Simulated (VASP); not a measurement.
# WC (Fm-3m) in VASP: further runs

Runs on WC. Level: PBEsol. Tasks: single point.

Everything below comes from runs of VASP 6.6.1. Logs are shortened: lines on timing, memory, paths and dates and some standing lists are left out, and cuts for length are marked.

### Step 1. The cell of the first run

The structure is cubic, space group Fm-3m (No. 225). The conventional cell has a = 4.311 Å, b = 4.311 Å, c = 4.311 Å, α = 90.00°, β = 90.00°, γ = 90.00°. W (site symmetry m-3m) has 6 C at 2.16 Å within 2.9 Å. C (site symmetry m-3m) has 6 W at 2.16 Å within 2.9 Å.

### Step 2. Single point, PBEsol

The input, INCAR:

```
PREC = Accurate
ENCUT = 520
EDIFF = 1E-6
ISMEAR = 1
SIGMA = 0.1
LREAL = F
LASPH = T
NELM = 80
ALGO = Normal
ISIF = 2
LWAVE = F
LCHARG = F
GGA = PS
NBANDS = 16
```

The input, KPOINTS:

```
regular mesh
0
Gamma
  11 11 11
```

The input, POSCAR:

```
WC
1.0
    0.0000000000      2.1555087513      2.1555087513
    2.1555087513      0.0000000000      2.1555087513
    2.1555087513      2.1555087513      0.0000000000
W C
1 1
Direct
    0.0000000000      0.0000000000      0.0000000000
    0.5000000000      0.5000000000      0.5000000000
```

Potentials or basis: VASP PAW PBE potentials, release 64 (W_sv, C).

Command:

```console
$ cat potpaw_PBE.64/W_sv/POTCAR potpaw_PBE.64/C/POTCAR > POTCAR
$ mpirun -np 1 vasp_std > vasp.out
```

OUTCAR:

```text
PREC = Accurate
   ENCUT = 520
   EDIFF = 1E-6
   ISMEAR = 1
   LREAL = F
   LASPH = T
   NELM = 80
   ISIF = 2
   GGA = PS

 ion  position               nearest neighbor table
   1  0.000  0.000  0.000-   2 2.16   2 2.16   2 2.16   2 2.16   2 2.16   2 2.16
   2  0.500  0.500  0.500-   1 2.16   1 2.16   1 2.16   1 2.16   1 2.16   1 2.16

  LATTYP: Found a face centered cubic cell.
 ALAT       =     4.3110175026

  Lattice vectors:

 A1 = (   0.0000000000,   2.1555087513,   2.1555087513)
 A2 = (   2.1555087513,   0.0000000000,   2.1555087513)
 A3 = (   2.1555087513,   2.1555087513,   0.0000000000)

Analysis of symmetry for initial positions (statically):
=====================================================================
 Subroutine PRICEL returns:
 Original cell was already a primitive cell.

 Routine SETGRP: Setting up the symmetry group for a
 face centered cubic supercell.

 Subroutine GETGRP returns: Found 48 space group operations
 (whereof 48 operations were pure point group operations)
 out of a pool of 48 trial point group operations.

The static configuration has the point symmetry O_h .

Analysis of symmetry for dynamics (positions and initial velocities):
=====================================================================
 Subroutine PRICEL returns:
 Original cell was already a primitive cell.

 Routine SETGRP: Setting up the symmetry group for a
 face centered cubic supercell.

 Subroutine GETGRP returns: Found 48 space group operations
 (whereof 48 operations were pure point group operations)
 out of a pool of 48 trial point group operations.

The dynamic configuration has the point symmetry O_h .

 Subroutine INISYM returns: Found 48 space group operations
 (whereof 48 operations are pure point group operations),
 and found     1 'primitive' translations

----------------------------------------------------------------------------------------

                                     Primitive cell

  volume of cell :      20.0299

  direct lattice vectors                    reciprocal lattice vectors
     0.000000000  2.155508751  2.155508751    -0.231963800  0.231963800  0.231963800
     2.155508751  0.000000000  2.155508751     0.231963800 -0.231963800  0.231963800
     2.155508751  2.155508751  0.000000000     0.231963800  0.231963800 -0.231963800

  length of vectors
     3.048349710  3.048349710  3.048349710     0.401773086  0.401773086  0.401773086

  position of ions in fractional coordinates (direct lattice)
[... 79 lines left out ...]
   EDIFF  = 0.1E-05   stopping-criterion for ELM
   LREAL  =      F    real-space projection
   EDIFFG = 0.1E-04   stopping-criterion for IOM
   NSW    =      0    number of steps for IOM
   IBRION =     -1    ionic relax: 0-MD 1-quasi-New 2-CG
   NFREE  =      0    steps in history (QN), initial steepest desc. (CG)
   ISIF   =      2    stress and relaxation
   ISYM   =      2    0-nonsym 1-usesym 2-fastsym
   POTIM  = 0.5000    time-step for ionic-motion
   TEBEG  =    0.0;   TEEND  =   0.0 temperature during run
   PSTRESS=    0.0 pullay stress
   NELECT =      18.0000    total number of electrons
   NUPDOWN=      -1.0000    fix difference up-down
   EMIN   =  10.00;   EMAX   =-10.00  energy-range for DOS
   EFERMI =   0.00;   METHOD = LEGACY
   ISMEAR =     1;   SIGMA  =   0.10  broadening in eV -4-tet -1-fermi 0-gaus
   EFERMI_NEDOS =   21; number of points for ismear=-14 and -15
   IALGO  =     38    algorithm
   IMIX   =      4    mixing-type and parameters
     AMIX     =   0.40;   BMIX     =  1.00
     AMIX_MAG =   1.60;   BMIX_MAG =  1.00
  volume/ion in A,a.u.               =      10.01        67.58
  Fermi-wavevector in a.u.,A,eV,Ry     =   1.579814  2.985415 33.957575  2.495811
  Thomas-Fermi vector in A             =   2.680136
   LORBIT       =      0    0 simple, 1 ext, 2 COOP (PROOUT), +10 PAW based schemes
   GGA     = PS    functional components
   LHFCALC =     F    Hartree Fock is set to
   AEXX    =    0.0000 exact exchange contribution
   IVDW    =     0    specifies the selected vdW correction
   LEPSILON=     F    determine dielectric tensor
   LRPA    =     F    only Hartree local field effects (RPA)
 non-spin polarized calculation
 Methfessel and Paxton  Order N= 1 SIGMA  =   0.10
  energy-cutoff  :      520.00
  volume of cell :       20.03
 maximum number of plane-waves:       556
   NGX = 11   NGY = 11   NGZ = 11

 number of electron      17.9999999 magnetization

 Free energy of the ion-electron system (eV)
  ---------------------------------------------------
  ext. energy  EPLUGINS =         0.00000000
  ---------------------------------------------------
  free energy    TOTEN  =       -22.96392875 eV

  energy without entropy =      -22.96462978  energy(sigma->0) =      -22.96416243

 E-fermi :  13.0523     XC(G=0): -14.1282

 val. band max:       13.0290432104   @ k =  -0.2727   0.4545   0.1818
 cond. band min:      13.0609119476   @ k =   0.2727   0.2727   0.0000
 fundamental gap:      0.0318687372
 Fermi energy:        13.0522757745

 k-point     1 :       0.0000    0.0000    0.0000
  band No.  band energies     occupation
      1     -62.2921      2.00000
      2     -26.2834      2.00000
      3     -26.2834      2.00000
      4     -26.2834      2.00000
      5      -3.1809      2.00000
      6      10.0880      2.00000
[... 433 lines left out ...]
      3     -26.4454      2.00000
      4     -26.3175      2.00000
      5      -0.8931      2.00000
      6       5.8580      2.00000
[... 8 lines left out ...]
     15      26.1601      0.00000
     16      27.3310      0.00000

 [... further k-points ...]

------------------------ aborting loop because EDIFF is reached ----------------------------------------

  FORCE on cell =-STRESS in cart. coord.  units (eV):
  Direction    XX          YY          ZZ          XY          YZ          ZX
  --------------------------------------------------------------------------------------
  -------------------------------------------------------------------------------------
  Total        1.3856249      1.3856249      1.3856249      0.0000000      0.0000000      0.0000000
  in kB      110.8349957    110.8349957    110.8349957      0.0000000      0.0000000      0.0000000
  external PRESSURE =     110.8349957 kB  Pullay stress =       0.0000000 kB

 VOLUME and BASIS-vectors are now :
 -----------------------------------------------------------------------------
  energy-cutoff  :      520.00
  volume of cell :       20.03
      direct lattice vectors                 reciprocal lattice vectors
     0.000000000  2.155508751  2.155508751    -0.231963800  0.231963800  0.231963800
     2.155508751  0.000000000  2.155508751     0.231963800 -0.231963800  0.231963800
     2.155508751  2.155508751  0.000000000     0.231963800  0.231963800 -0.231963800

 POSITION                                       TOTAL-FORCE (eV/Angst)
 -----------------------------------------------------------------------------------
      0.00000      0.00000      0.00000        -0.000000     -0.000000      0.000000
      2.15551      2.15551      2.15551         0.000000      0.000000     -0.000000
 -----------------------------------------------------------------------------------
    total drift:                                0.000000     -0.000000     -0.000000

  FREE ENERGIE OF THE ION-ELECTRON SYSTEM (eV)
  ---------------------------------------------------
  free  energy   TOTEN  =       -22.9639287520 eV

  energy  without entropy=      -22.9646297762  energy(sigma->0) =      -22.96416243
```

Run time: 8.9 s. Hardware: 1 thread of Intel Xeon Platinum 8488C (Sapphire Rapids), shared host; peak memory 0.15 GiB.

What came out:

```
Free energy            : -22.9639 eV
Pressure               : 11.1 GPa
Band gap on the k mesh : zero (band 9 reaches 14.08 eV, above the bottom of band 10 at 10.76 eV)
```

Caveat: the PAW data sets were made with another functional, which shifts forces and pressure a little; spin-orbit coupling is left out, which moves the levels of the heavy elements.

### Step 3. Single point, PBEsol

This run uses another cell than the first one, of 10.33 Å³/atom, 1.032 times its volume.

The input, INCAR:

```
PREC     = Accurate       # precision mode
ENCUT    = 520            # plane-wave cutoff, eV
EDIFF    = 1E-7           # SCF threshold, eV
ISMEAR   = 1              # smearing method
SIGMA    = 0.1            # smearing width, eV
LREAL    = F              # projectors in reciprocal space
LASPH    = T              # aspherical terms in the spheres
NELM     = 100            # most SCF steps
ALGO     = Normal         # electronic algorithm
ISIF     = 2              # what is computed and relaxed
LWAVE    = F              # write WAVECAR
LCHARG   = T              # write CHGCAR
GGA      = PS             # functional
LELF     = T              # ELF
LVHAR    = T            
NBANDS   = 16             # bands
```

The input, KPOINTS:

```
Automatic mesh
0
Gamma
  11 11 11
```

The input, POSCAR:

```
WC
1.0
    0.0000000000      2.1779635834      2.1779635834
    2.1779635834      0.0000000000      2.1779635834
    2.1779635834      2.1779635834      0.0000000000
W C
1 1
Direct
    0.0000000000      0.0000000000      0.0000000000
    0.5000000000      0.5000000000      0.5000000000
```

Potentials or basis: VASP PAW PBE potentials, release 64 (W_sv, C).

Command:

```console
$ cat potpaw_PBE.64/W_sv/POTCAR potpaw_PBE.64/C/POTCAR > POTCAR
$ mpirun -np 1 vasp_std > vasp.out
```

OUTCAR:

```text
PREC = Accurate
   ENCUT = 520
   EDIFF = 1E-7
   ISMEAR = 1
   LREAL = F
   LASPH = T
   NELM = 100
   ISIF = 2
   GGA = PS

 ion  position               nearest neighbor table
   1  0.000  0.000  0.000-   2 2.18   2 2.18   2 2.18   2 2.18   2 2.18   2 2.18
   2  0.500  0.500  0.500-   1 2.18   1 2.18   1 2.18   1 2.18   1 2.18   1 2.18

  LATTYP: Found a face centered cubic cell.
 ALAT       =     4.3559271668

  Lattice vectors:

 A1 = (   0.0000000000,   2.1779635834,   2.1779635834)
 A2 = (   2.1779635834,   0.0000000000,   2.1779635834)
 A3 = (   2.1779635834,   2.1779635834,   0.0000000000)

Analysis of symmetry for initial positions (statically):
=====================================================================
 Subroutine PRICEL returns:
 Original cell was already a primitive cell.

 Routine SETGRP: Setting up the symmetry group for a
 face centered cubic supercell.

 Subroutine GETGRP returns: Found 48 space group operations
 (whereof 48 operations were pure point group operations)
 out of a pool of 48 trial point group operations.

The static configuration has the point symmetry O_h .

Analysis of symmetry for dynamics (positions and initial velocities):
=====================================================================
 Subroutine PRICEL returns:
 Original cell was already a primitive cell.

 Routine SETGRP: Setting up the symmetry group for a
 face centered cubic supercell.

 Subroutine GETGRP returns: Found 48 space group operations
 (whereof 48 operations were pure point group operations)
 out of a pool of 48 trial point group operations.

The dynamic configuration has the point symmetry O_h .

 Subroutine INISYM returns: Found 48 space group operations
 (whereof 48 operations are pure point group operations),
 and found     1 'primitive' translations

----------------------------------------------------------------------------------------

[... 111 lines left out ...]
     AMIX     =   0.40;   BMIX     =  1.00
     AMIX_MAG =   1.60;   BMIX_MAG =  1.00
  volume/ion in A,a.u.               =      10.33        69.72
  Fermi-wavevector in a.u.,A,eV,Ry     =   1.563526  2.954635 33.260978  2.444613
  Thomas-Fermi vector in A             =   2.666284
   LORBIT       =      0    0 simple, 1 ext, 2 COOP (PROOUT), +10 PAW based schemes
   GGA     = PS    functional components
   LHFCALC =     F    Hartree Fock is set to
   AEXX    =    0.0000 exact exchange contribution
   IVDW    =     0    specifies the selected vdW correction
   LEPSILON=     F    determine dielectric tensor
   LRPA    =     F    only Hartree local field effects (RPA)
 non-spin polarized calculation
 Methfessel and Paxton  Order N= 1 SIGMA  =   0.10
  energy-cutoff  :      520.00
  volume of cell :       20.66
 maximum number of plane-waves:       566
   NGX = 11   NGY = 11   NGZ = 11

 number of electron      18.0000000 magnetization

 Free energy of the ion-electron system (eV)
  ---------------------------------------------------
  ext. energy  EPLUGINS =         0.00000000
  ---------------------------------------------------
  free energy    TOTEN  =       -22.98226366 eV

  energy without entropy =      -22.98276272  energy(sigma->0) =      -22.98243001

 E-fermi :  12.5631     XC(G=0): -13.9541

 val. band max:       12.5582116902   @ k =   0.2727   0.2727   0.0000
 cond. band min:      12.5794883183   @ k =   0.4545   0.0909   0.0000
 fundamental gap:      0.0212766280
 Fermi energy:        12.5631133220

 k-point     1 :       0.0000    0.0000    0.0000
  band No.  band energies     occupation
      1     -62.7985      2.00000
      2     -26.7933      2.00000
      3     -26.7933      2.00000
      4     -26.7933      2.00000
      5      -3.3920      2.00000
      6       9.7233      2.00000
[... 433 lines left out ...]
      3     -26.9373      2.00000
      4     -26.8243      2.00000
      5      -1.1929      2.00000
      6       5.5713      2.00000
[... 8 lines left out ...]
     15      25.4469      0.00000
     16      26.4578      0.00000

 [... further k-points ...]

------------------------ aborting loop because EDIFF is reached ----------------------------------------

  FORCE on cell =-STRESS in cart. coord.  units (eV):
  Direction    XX          YY          ZZ          XY          YZ          ZX
  --------------------------------------------------------------------------------------
  -------------------------------------------------------------------------------------
  Total       -0.2111305     -0.2111305     -0.2111305     -0.0000000     -0.0000000     -0.0000000
  in kB      -16.3711708    -16.3711708    -16.3711708     -0.0000000     -0.0000000     -0.0000000
  external PRESSURE =     -16.3711708 kB  Pullay stress =       0.0000000 kB

 VOLUME and BASIS-vectors are now :
 -----------------------------------------------------------------------------
  energy-cutoff  :      520.00
  volume of cell :       20.66
      direct lattice vectors                 reciprocal lattice vectors
     0.000000000  2.177963583  2.177963583    -0.229572250  0.229572250  0.229572250
     2.177963583  0.000000000  2.177963583     0.229572250 -0.229572250  0.229572250
     2.177963583  2.177963583  0.000000000     0.229572250  0.229572250 -0.229572250

 POSITION                                       TOTAL-FORCE (eV/Angst)
 -----------------------------------------------------------------------------------
      0.00000      0.00000      0.00000         0.000000      0.000000      0.000000
      2.17796      2.17796      2.17796        -0.000000     -0.000000     -0.000000
 -----------------------------------------------------------------------------------
    total drift:                                0.000000     -0.000000     -0.000000

  FREE ENERGIE OF THE ION-ELECTRON SYSTEM (eV)
  ---------------------------------------------------
  free  energy   TOTEN  =       -22.9822636620 eV

  energy  without entropy=      -22.9827627205  energy(sigma->0) =      -22.98243001
```

OSZICAR:

```text
N       E                     dE             d eps       ncg     rms          rms(c)
DAV:   1     0.108667249141E+03    0.10867E+03   -0.92666E+03  1792   0.125E+03
DAV:   2    -0.230666954350E+02   -0.13173E+03   -0.12692E+03  2104   0.336E+02
DAV:   3    -0.262760449616E+02   -0.32093E+01   -0.31682E+01  2032   0.492E+01
DAV:   4    -0.262924450047E+02   -0.16400E-01   -0.16399E-01  2296   0.394E+00
DAV:   5    -0.262925570131E+02   -0.11201E-03   -0.11201E-03  2032   0.313E-01    0.325E+01
DAV:   6    -0.230930723464E+02    0.31995E+01   -0.79671E+00  2208   0.268E+01    0.874E+00
DAV:   7    -0.230157147312E+02    0.77358E-01   -0.42313E-01  1808   0.522E+00    0.668E+00
DAV:   8    -0.229837971988E+02    0.31918E-01   -0.74640E-02  2080   0.222E+00    0.129E+00
DAV:   9    -0.229823750016E+02    0.14222E-02   -0.27871E-03  1936   0.476E-01    0.110E-01
DAV:  10    -0.229822625869E+02    0.11241E-03   -0.33500E-04  2176   0.210E-01    0.424E-02
DAV:  11    -0.229822639947E+02   -0.14078E-05   -0.93865E-06  1992   0.298E-02    0.803E-03
DAV:  12    -0.229822636526E+02    0.34211E-06   -0.36995E-07  2104   0.668E-03    0.236E-03
DAV:  13    -0.229822636620E+02   -0.94315E-08   -0.21708E-08  1152   0.147E-03
   1 F= -.22982264E+02 E0= -.22982430E+02  d E =0.499059E-03
```

stdout:

```text
POSCAR found type information on POSCAR W C
 POSCAR found :  2 types and       2 ions
 scaLAPACK will be used
 -----------------------------------------------------------------------------
|                                                                             |
|                                                                             |
|     You enforced a specific xc type in the INCAR file but a different       |
|     I HOPE YOU KNOW WHAT YOU ARE DOING!                                     |
|                                                                             |
 -----------------------------------------------------------------------------

 LDA part: xc-table for (Slater+PW92), standard interpolation
 POSCAR, INCAR and KPOINTS ok, starting setup
 FFT: planning ... GRIDC
 FFT: planning ... GRID_SOFT
 FFT: planning ... GRID
 WAVECAR not read
 entering main loop
```

It took 16 s on 1 thread of Intel Xeon Platinum 8488C (Sapphire Rapids), shared host; peak memory 0.15 GiB.

What came out:

```
Free energy            : -22.9823 eV
Pressure               : -1.6 GPa
Band gap on the k mesh : zero (band 9 reaches 13.54 eV, above the bottom of band 10 at 10.37 eV)
```

Caveat: the PAW data sets were made with another functional, which shifts forces and pressure a little; spin-orbit coupling is left out, which moves the levels of the heavy elements.

### Step 4. Single point, PBEsol

This run uses another cell than the first one, of 10.65 Å³/atom, 1.063 times its volume.

The input, INCAR:

```
ALGO = Normal
EDIFF = 1E-6
ENCUT = 520
GGA = PS
ISIF = 2
ISMEAR = 1
LASPH = True
LCHARG = True
LELF = True
LREAL = False
LVHAR = True
LWAVE = False
NBANDS = 16
NELM = 60
PREC = Accurate
SIGMA = 0.1
```

The input, KPOINTS:

```
k-points
0
Gamma
  11 11 11
```

The input, POSCAR:

```
WC
1.0
    0.0000000000      2.1999647047      2.1999647047
    2.1999647047      0.0000000000      2.1999647047
    2.1999647047      2.1999647047      0.0000000000
W C
1 1
Direct
    0.0000000000      0.0000000000      0.0000000000
    0.5000000000      0.5000000000      0.5000000000
```

Command:

```console
$ cat potpaw_PBE.64/W_sv/POTCAR potpaw_PBE.64/C/POTCAR > POTCAR
$ mpirun -np 1 vasp_std > vasp.out
```

It took 10 s on 1 thread of Intel Xeon Platinum 8488C (Sapphire Rapids), shared host; peak memory 0.15 GiB.

Results (log left out):

| Quantity | Value |
| --- | --- |
| Free energy | -22.9543 eV |
| Pressure | -12.4 GPa |
| Band gap on the k mesh | zero (band 9 reaches 13.02 eV, above the bottom of band 10 at 9.99 eV) |

Levels at points of the mesh, in eV from the Fermi level:
| k point | band 6 | band 7 | band 8 | band 9 | band 10 | band 11 | band 12 | band 13 |
| --- | --- | --- | --- | --- | --- | --- | --- | --- |
| (0.00, 0.00, 0.00) | -2.72 | -2.72 | -2.72 | -1.00 | -1.00 | -1.00 | -0.96 | -0.96 |

Caveat: the PAW data sets were made with another functional, which shifts forces and pressure a little; spin-orbit coupling is left out, which moves the levels of the heavy elements.

### Step 5. The runs side by side

```tsv
cell	gap on the mesh (eV)	pressure (GPa)
a = 3.048 Å, angles 60.0°, 2 atoms	none	11.1
a = 3.080 Å, angles 60.0°, 2 atoms	none	-1.6
a = 3.111 Å, angles 60.0°, 2 atoms	none	-12.4
```

Alike in all rows: task single point; level PBEsol; potentials or basis VASP PAW PBE potentials, release 64 (W_sv, C); no spin polarisation; k mesh 11 × 11 × 11; cutoff (eV) 520; smearing methfessel-paxton 0.1 eV.

Caveats: the PAW data sets were made with another functional, which shifts forces and pressure a little; spin-orbit coupling is left out, which moves the levels of the heavy elements.

Total energies depend on the potentials used, so only differences within one code and one set of settings carry meaning.
